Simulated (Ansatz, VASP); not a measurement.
# MnSi7C8: VASP beside Ansatz

The input INCAR:

```
SYSTEM = MnSi7C8
PREC = Accurate
ENCUT = 520
EDIFF = 1E-6
ISMEAR = 0
SIGMA = 0.05
LREAL = Auto
LASPH = .TRUE.
NELM = 150
ALGO = Normal
ISIF = 2
LWAVE = .FALSE.
LCHARG = .FALSE.
ISPIN = 2
MAGMOM = 3.33 0.01 0.01 0.01 0.01 0.01 0.01 0 -0.15 -0.15 -0.15 0 -0.15 0 0 0
LORBIT = 11
LMAXMIX = 4
LDAU = .TRUE.
LDAUTYPE = 2
LDAUL = 2 -1 -1
LDAUU = 3.5 0 0
LDAUJ = 0 0 0
LDAUPRINT = 1
GGA = PS
NBANDS = 54
```

Contents of KPOINTS:

```
Automatic mesh
0
G
  3 3 3
  0 0 0
```

File POSCAR:

```
MnSi7C8
1.0
    0.0000000000      4.3580000000      4.3580000000
    4.3580000000      0.0000000000      4.3580000000
    4.3580000000      4.3580000000      0.0000000000
Mn Si C
1 7 8
Direct
    0.0000000000      0.0000000000      1.0000000000
    0.9988277849      0.9988277849      0.5011722151
    0.9988277849      0.5011722151      0.9988277849
    0.9988277849      0.5011722151      0.5011722151
    0.5011722151      0.9988277849      0.9988277849
    0.5011722151      0.9988277849      0.5011722151
    0.5011722151      0.5011722151      0.9988277849
    0.5000000000      0.5000000000      0.5000000000
    0.1304116123      0.1304116123      0.1304116123
    0.1304116123      0.1304116123      0.6087651631
    0.1304116123      0.6087651631      0.1304116123
    0.1252462076      0.6249179308      0.6249179308
    0.6087651631      0.1304116123      0.1304116123
    0.6249179308      0.1252462076      0.6249179308
    0.6249179308      0.6249179308      0.1252462076
    0.6249179308      0.6249179308      0.6249179308
```

Input for Ansatz:

```yaml
crystal:
  lattice:
    - [0.0, 4.358, 4.358]
    - [4.358, 0.0, 4.358]
    - [4.358, 4.358, 0.0]
  atoms:
    - { symbol: Mn, position: [0.0, 0.0, 1.0], spin: 1.0 }
    - { symbol: Si, position: [0.9988277849, 0.9988277849, 0.5011722151] }
    - { symbol: Si, position: [0.9988277849, 0.5011722151, 0.9988277849] }
    - { symbol: Si, position: [0.9988277849, 0.5011722151, 0.5011722151] }
    - { symbol: Si, position: [0.5011722151, 0.9988277849, 0.9988277849] }
    - { symbol: Si, position: [0.5011722151, 0.9988277849, 0.5011722151] }
    - { symbol: Si, position: [0.5011722151, 0.5011722151, 0.9988277849] }
    - { symbol: Si, position: [0.5, 0.5, 0.5] }
    - { symbol: C, position: [0.1304116123, 0.1304116123, 0.1304116123] }
    - { symbol: C, position: [0.1304116123, 0.1304116123, 0.6087651631] }
    - { symbol: C, position: [0.1304116123, 0.6087651631, 0.1304116123] }
    - { symbol: C, position: [0.1252462076, 0.6249179308, 0.6249179308] }
    - { symbol: C, position: [0.6087651631, 0.1304116123, 0.1304116123] }
    - { symbol: C, position: [0.6249179308, 0.1252462076, 0.6249179308] }
    - { symbol: C, position: [0.6249179308, 0.6249179308, 0.1252462076] }
    - { symbol: C, position: [0.6249179308, 0.6249179308, 0.6249179308] }
basis:
  ecutwfc: 420
  ecutrho_ratio: 4
kpoints:
  mp_grid: { grid: [3, 3, 3] }
hamiltonian:
  xc: pbesol
  hubbard:
    sites:
      - { site: 0, l: d, u_eff: 3.5, starting_ns: [{ spin: up, occupation_matrix: s0up }, { spin: down, occupation_matrix: s0down }] }
    occupation_matrices:
      s0up:
        matrix:
          - [0.02, 0.0, 0.0, 0.0, 0.0]
          - [0.0, 0.97, 0.0, 0.0, 0.0]
          - [0.0, 0.0, 0.02, 0.0, 0.0]
          - [0.0, 0.0, 0.0, 0.97, 0.0]
          - [0.0, 0.0, 0.0, 0.0, 0.02]
      s0down:
        matrix:
          - [0.02, 0.0, 0.0, 0.0, 0.0]
          - [0.0, 0.97, 0.0, 0.0, 0.0]
          - [0.0, 0.0, 0.02, 0.0, 0.0]
          - [0.0, 0.0, 0.0, 0.02, 0.0]
          - [0.0, 0.0, 0.0, 0.0, 0.02]
    ns_hold: { iters: 5 }
scf:
  occupations: { method: gaussian, width: 0.05 }
  lower_state_search: "off"
  max_iter: 150
output:
  forces: true
  stress: true
  eigenvalues: true
  populations: true
  hubbard: { sites: [{ site: 0, l: d }] }
magnetization:
  spin_polarized: true
```

Alike in both runs: task single point; functional PBEsol; k mesh 3 × 3 × 3; occupations gaussian, width 0.05 eV; collinear spin; Hubbard terms Mn d U = 3.5 eV.

|  | VASP | Ansatz |
| --- | --- | --- |
| version | VASP 6.6.1 | Ansatz 0.2.0 |
| potentials or method | VASP PAW PBE potentials, release 64 (Mn_pv, Si, C), cutoff 520 eV | scalar-relativistic, plane waves, PAW |
| valence electrons in the cell | 73 | 75 |

Ansatz gave:

| Item | Value |
| --- | --- |
| gap on the k mesh at the Fermi level (eV) | none |
| pressure (GPa) | 4.5 |
| rms of the force components (eV/Å) | 0.002 |
| net moment per atom (μB) | 0.19 |
| size of the moment on the site where the two differ most (μB) | 3.03 |

Question: Estimate VASP's values.

Answer: gap on the k mesh at the Fermi level (eV): none; pressure (GPa): 4.5; rms of the force components (eV/Å): 0.033; net moment per atom (μB): 0.19; size of the moment on the site where the two differ most (μB): 3.39.

VASP's potentials were made for PBE, not for PBEsol. Site moments also hang on the region over which each program counts them. The programs project onto different local orbitals, so the same U acts differently, and such runs can settle in different states. Atom by atom the forces differ by 0.033 eV/Å (rms over components). A gap of «none» marks a metal or a gap that the smearing closes. VASP's potentials hold 73 valence electrons a cell and Ansatz's 75, so a difference there can come from the potentials and not from the codes. Ansatz's warnings: filled band counts differ across k points, specified occupation not kept, symmetry narrowed by occupation matrices.

The k mesh is coarse, so the values compare programs but aren't converged.
